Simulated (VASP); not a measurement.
# Na (R-3m) in VASP: further runs

Na is run at these levels: PBEsol; tasks: single point.

Program: VASP 6.6.1. These are calculated values, not measurements. Logs are shortened: lines on timing, memory, paths and dates and some standing lists are left out, and cuts for length are marked.

### 1 The cell of the first run

It takes space group R-3m (No. 166, trigonal). The conventional cell has a = 5.636 Å, b = 5.636 Å, c = 4.142 Å, α = 90.00°, β = 90.00°, γ = 120.00°. Within 4.6 Å of Na (site symmetry -3m) lie 14 Na at 3.53 to 4.27 Å.

### 2 Single point, PBEsol

The input, INCAR:

```
PREC     = Accurate       # precision mode
ENCUT    = 520            # plane-wave cutoff, eV
EDIFF    = 1E-6           # SCF threshold, eV
ISMEAR   = 0              # smearing method
SIGMA    = 0.15           # smearing width, eV
LREAL    = F              # projectors in reciprocal space
LASPH    = T              # aspherical terms in the spheres
NELM     = 60             # most SCF steps
ALGO     = Fast           # electronic algorithm
ISIF     = 2              # what is computed and relaxed
LWAVE    = F              # write WAVECAR
LCHARG   = F              # write CHGCAR
GGA      = PS             # functional
NBANDS   = 10             # bands
```

The input, KPOINTS:

```
regular mesh
0
Gamma
  18 18 18
```

The input, POSCAR:

```
Na
1.0
   -1.8598008717      2.1254867106      2.1254867106
    2.1254867106     -1.8598008717      2.1254867106
    2.1254867106      2.1254867106     -1.8598008717
Na
1
Direct
    0.0000000000      0.0000000000      0.0000000000
```

Potentials or basis: VASP PAW PBE potentials, release 64 (Na_pv).

Run with:

```sh
> cat potpaw_PBE.64/Na_pv/POTCAR > POTCAR
> mpirun -np 1 vasp_std > vasp.out
```

OUTCAR:

```text
PREC = Accurate
   ENCUT = 520
   EDIFF = 1E-6
   ISMEAR = 0
   LREAL = F
   LASPH = T
   NELM = 60
   ISIF = 2
   GGA = PS

 ion  position               nearest neighbor table
   1  0.000  0.000  0.000-

  LATTYP: Found a trigonal (rhomboedric) cell.
 ALAT       =     3.5347201864
 COS(alpha) =    -0.2711864407

  Lattice vectors:

 A1 = (  -1.8598008717,   2.1254867106,   2.1254867106)
 A2 = (   2.1254867106,  -1.8598008717,   2.1254867106)
 A3 = (   2.1254867106,   2.1254867106,  -1.8598008717)

Analysis of symmetry for initial positions (statically):
=====================================================================
 Subroutine PRICEL returns:
 Original cell was already a primitive cell.

 Routine SETGRP: Setting up the symmetry group for a
 trigonal (rhombohedral) supercell.

 Subroutine GETGRP returns: Found 12 space group operations
 (whereof 12 operations were pure point group operations)
 out of a pool of 12 trial point group operations.

The static configuration has the point symmetry D_3d.

Analysis of symmetry for dynamics (positions and initial velocities):
=====================================================================
 Subroutine PRICEL returns:
 Original cell was already a primitive cell.

 Routine SETGRP: Setting up the symmetry group for a
 trigonal (rhombohedral) supercell.

 Subroutine GETGRP returns: Found 12 space group operations
 (whereof 12 operations were pure point group operations)
 out of a pool of 12 trial point group operations.

The dynamic configuration has the point symmetry D_3d.

 Subroutine INISYM returns: Found 12 space group operations
 (whereof 12 operations are pure point group operations),
 and found     1 'primitive' translations

----------------------------------------------------------------------------------------

                                     Primitive cell

  volume of cell :      37.9778

  direct lattice vectors                    reciprocal lattice vectors
    -1.859800872  2.125486711  2.125486711    -0.027880325  0.223042596  0.223042596
     2.125486711 -1.859800872  2.125486711     0.223042596 -0.027880325  0.223042596
     2.125486711  2.125486711 -1.859800872     0.223042596  0.223042596 -0.027880325

  length of vectors
     3.534720186  3.534720186  3.534720186     0.316659615  0.316659615  0.316659615
[... 81 lines left out ...]
   EDIFFG = 0.1E-04   stopping-criterion for IOM
   NSW    =      0    number of steps for IOM
   IBRION =     -1    ionic relax: 0-MD 1-quasi-New 2-CG
   NFREE  =      0    steps in history (QN), initial steepest desc. (CG)
   ISIF   =      2    stress and relaxation
   ISYM   =      2    0-nonsym 1-usesym 2-fastsym
   POTIM  = 0.5000    time-step for ionic-motion
   TEBEG  =    0.0;   TEEND  =   0.0 temperature during run
   PSTRESS=    0.0 pullay stress
   NELECT =       7.0000    total number of electrons
   NUPDOWN=      -1.0000    fix difference up-down
   EMIN   =  10.00;   EMAX   =-10.00  energy-range for DOS
   EFERMI =   0.00;   METHOD = LEGACY
   ISMEAR =     0;   SIGMA  =   0.15  broadening in eV -4-tet -1-fermi 0-gaus
   EFERMI_NEDOS =   21; number of points for ismear=-14 and -15
   IALGO  =     68    algorithm
   IMIX   =      4    mixing-type and parameters
     AMIX     =   0.40;   BMIX     =  1.00
     AMIX_MAG =   1.60;   BMIX_MAG =  1.00
  volume/ion in A,a.u.               =      37.98       256.29
  Fermi-wavevector in a.u.,A,eV,Ry     =   0.931674  1.760609 11.810087  0.868017
  Thomas-Fermi vector in A             =   2.058192
   LORBIT       =      0    0 simple, 1 ext, 2 COOP (PROOUT), +10 PAW based schemes
   GGA     = PS    functional components
   LHFCALC =     F    Hartree Fock is set to
   AEXX    =    0.0000 exact exchange contribution
   IVDW    =     0    specifies the selected vdW correction
   LEPSILON=     F    determine dielectric tensor
   LRPA    =     F    only Hartree local field effects (RPA)
 non-spin polarized calculation
 RMM-DIIS sequential band-by-band and
 Gauss-broadening in eV      SIGMA  =   0.15
  energy-cutoff  :      520.00
  volume of cell :       37.98
 maximum number of plane-waves:      1052
   NGX = 13   NGY = 13   NGZ = 13

 number of electron       7.0000007 magnetization

 Free energy of the ion-electron system (eV)
  ---------------------------------------------------
  ext. energy  EPLUGINS =         0.00000000
  ---------------------------------------------------
  free energy    TOTEN  =        -1.37584384 eV

  energy without entropy =       -1.37006111  energy(sigma->0) =       -1.37295248

 E-fermi :   0.2444     XC(G=0):  -6.4366

 val. band max:        0.2389976538   @ k =  -0.2222   0.3889   0.2222
 cond. band min:       0.2698678012   @ k =   0.5000   0.1667   0.0000
 fundamental gap:      0.0308701474
 Fermi energy:         0.2443894331

 k-point     1 :       0.0000    0.0000    0.0000
  band No.  band energies     occupation
      1     -24.6017      2.00000
      2     -24.6017      2.00000
      3     -24.5980      2.00000
      4      -2.9867      2.00000
      5      10.4643      0.00000
      6      10.4643      0.00000
      7      11.7450      0.00000
      8      11.7450      0.00000
      9      11.9580      0.00000
     10      12.3302      0.00000
[... 287 lines left out ...]
 k-point    24 :      -0.2222    0.0556    0.0000
  band No.  band energies     occupation
      1     -24.6158      2.00000
      2     -24.6019      2.00000
      3     -24.5991      2.00000
      4      -2.3159      2.00000
      5       6.3762      0.00000
      6       9.8608      0.00000
      7      10.9843      0.00000
      8      11.2002      0.00000
      9      12.2433      0.00000
     10      13.0662      0.00000

 [... further k-points ...]

------------------------ aborting loop because EDIFF is reached ----------------------------------------

  FORCE on cell =-STRESS in cart. coord.  units (eV):
  Direction    XX          YY          ZZ          XY          YZ          ZX
  --------------------------------------------------------------------------------------
  -------------------------------------------------------------------------------------
  Total       -0.0304996     -0.0304996     -0.0304996     -0.1162485     -0.1162485     -0.1162485
  in kB       -1.2866895     -1.2866895     -1.2866895     -4.9041937     -4.9041937     -4.9041937
  external PRESSURE =      -1.2866895 kB  Pullay stress =       0.0000000 kB

 VOLUME and BASIS-vectors are now :
 -----------------------------------------------------------------------------
  energy-cutoff  :      520.00
  volume of cell :       37.98
      direct lattice vectors                 reciprocal lattice vectors
    -1.859800872  2.125486711  2.125486711    -0.027880325  0.223042596  0.223042596
     2.125486711 -1.859800872  2.125486711     0.223042596 -0.027880325  0.223042596
     2.125486711  2.125486711 -1.859800872     0.223042596  0.223042596 -0.027880325

 POSITION                                       TOTAL-FORCE (eV/Angst)
 -----------------------------------------------------------------------------------
      0.00000      0.00000      0.00000         0.000000      0.000000      0.000000
 -----------------------------------------------------------------------------------
    total drift:                               -0.000000     -0.000000     -0.000000

  FREE ENERGIE OF THE ION-ELECTRON SYSTEM (eV)
  ---------------------------------------------------
  free  energy   TOTEN  =        -1.3758438400 eV

  energy  without entropy=       -1.3700611128  energy(sigma->0) =       -1.37295248
```

OSZICAR:

```text
N       E                     dE             d eps       ncg     rms          rms(c)
DAV:   1     0.271704939710E+02    0.27170E+02   -0.37706E+03 11634   0.579E+02
DAV:   2    -0.775201292155E+00   -0.27946E+02   -0.27800E+02 12064   0.146E+02
DAV:   3    -0.137348809114E+01   -0.59829E+00   -0.59783E+00 14252   0.233E+01
DAV:   4    -0.137827308083E+01   -0.47850E-02   -0.47846E-02 13688   0.202E+00
DAV:   5    -0.137834285687E+01   -0.69776E-04   -0.69775E-04 13150   0.239E-01    0.240E-01
RMM:   6    -0.137649836702E+01    0.18445E-02   -0.16838E-03 15675   0.541E-01    0.145E-01
RMM:   7    -0.137588384892E+01    0.61452E-03   -0.14888E-03 16048   0.443E-01    0.462E-02
RMM:   8    -0.137583505170E+01    0.48797E-04   -0.30951E-04 15694   0.317E-01    0.308E-03
RMM:   9    -0.137584258332E+01   -0.75316E-05   -0.68934E-05 17685   0.102E-01    0.321E-03
RMM:  10    -0.137584329788E+01   -0.71456E-06   -0.12061E-05 16709   0.600E-02    0.187E-03
RMM:  11    -0.137584383998E+01   -0.54210E-06   -0.37467E-06 12630   0.240E-02
   1 F= -.13758438E+01 E0= -.13729525E+01  d E =-.578273E-02
```

stdout:

```text
POSCAR found type information on POSCAR Na
 POSCAR found :  1 types and       1 ions
 scaLAPACK will be used
 -----------------------------------------------------------------------------
|                                                                             |
|                                                                             |
|     You enforced a specific xc type in the INCAR file but a different       |
|     I HOPE YOU KNOW WHAT YOU ARE DOING!                                     |
|                                                                             |
 -----------------------------------------------------------------------------

 LDA part: xc-table for (Slater+PW92), standard interpolation
 POSCAR, INCAR and KPOINTS ok, starting setup
 FFT: planning ... GRIDC
 FFT: planning ... GRID_SOFT
 FFT: planning ... GRID
 WAVECAR not read
 entering main loop
WARNING in EDDRMM: call to ZHEGV failed, returncode =   6  3      9
WARNING in EDDRMM: call to ZHEGV failed, returncode =   6  3     10
```

Wall time 85 s (1 thread of Intel Xeon 6975P-C (Granite Rapids), shared host); peak memory 0.28 GiB.

What came out:

* Free energy: -1.3758 eV
* Pressure: -0.1 GPa
* Band gap on the k mesh: zero (an odd number of electrons rules out a gap without spin polarisation)

Levels at points of the mesh, in eV from the Fermi level:
| k point | band 1 | band 2 | band 3 | band 4 | band 5 | band 6 |
| --- | --- | --- | --- | --- | --- | --- |
| (0.00, 0.00, 0.00) | -24.85 | -24.85 | -24.84 | -3.23 | 10.22 | 10.22 |
| (0.50, 0.00, 0.00) | -24.88 | -24.85 | -24.85 | 0.38 | 0.73 | 8.56 |
| (0.50, 0.50, 0.00) | -24.89 | -24.86 | -24.84 | 1.21 | 1.77 | 6.78 |
| (0.50, 0.50, 0.50) | -24.88 | -24.88 | -24.85 | 4.58 | 4.58 | 4.80 |

Caveat: the PAW data sets were made with another functional, which shifts forces and pressure a little.

(Continued in part 2 of 2.)

The gap in the log of VASP goes by the Fermi energy; the results here count the filled bands.